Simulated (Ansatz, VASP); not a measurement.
## Two plane-wave programs on Al2H3Cl3

```
CELL_PARAMETERS angstrom
6.19152 0.00000 0.00000
-3.09576 5.36202 0.00000
0.00000 0.00000 3.37286
ATOMIC_POSITIONS crystal
Al 0.33333 0.66667 0.00000
Al 0.66667 0.33333 0.00000
H 0.41799 0.00000 0.50000
H 0.58201 0.58201 0.50000
H 0.00000 0.41799 0.50000
Cl 0.72927 0.00000 0.00000
Cl 0.27073 0.27073 0.00000
Cl 0.00000 0.72927 0.00000
```

Change from the starting cell: species swapped into the Ti3In3Rh2 type (P-62m, No. 189).

Alike in both runs: task relaxation of cell and atoms; functional PBE; k mesh 9 × 9 × 12; occupations gaussian, width 0.1 eV; no spin polarisation.

```csv
,VASP,Ansatz
version,VASP 6.6.1,Ansatz 0.2.0
potentials or method,"VASP PAW PBE potentials, release 64 (Al, H, Cl), cutoff 600 eV","scalar-relativistic, plane waves, PAW"
valence electrons in the cell,30,30
```

```tsv
	VASP	Ansatz	Ansatz less VASP
gap on the k mesh at the Fermi level, each at its own relaxed structure (eV)	none	none	-
relaxed volume (Å³/atom)	14.03	14.05	+0.024
relaxed length of the cell vector where the two differ most in proportion (Å)	3.376	3.381	+0.0046
```

A gap of «none» marks a metal or a gap that the smearing closes.
